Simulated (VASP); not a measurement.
# Os: vibrations by perturbation theory with PBEsol

The system is Os.

```xyz
2
Lattice="2.7432 0.0000 0.0000 -1.3716 2.3757 0.0000 0.0000 0.0000 4.3284" Properties=species:S:1:pos:R:3 pbc="T T T"
Os    0.0000    1.5838    1.0821
Os    1.3716    0.7919    3.2463
```

- Program: VASP 6.6.1
- Task: vibrations by perturbation theory
- Functional: PBEsol
- Potentials or basis: VASP PAW PBE potentials, release 64 (Os)
- Cutoff: 520 eV
- k mesh: 14 × 14 × 8
- Occupations: fermi-dirac, width 0.08 eV
- Spin: no spin polarisation
- Dipole correction: no
- Further INCAR settings: ALGO = Normal; EDIFF = 1e-08; NBANDS = 15; IBRION = 8; NSW = 1

```yaml
Highest_phonon_frequency_at_Γ: 212 cm⁻¹
```

Phonon frequencies in cm⁻¹ (negative: imaginary):
```
              q point        frequencies
(0.000, 0.000, 0.000)  0 0 0 157 157 212
```

Wall time 6 min on 1 thread of Oxide Virtual Turin-like Processor (shared host), peak memory 0.45 GiB.

Caveat: the cell stands under pressure or tension, which shifts response properties.
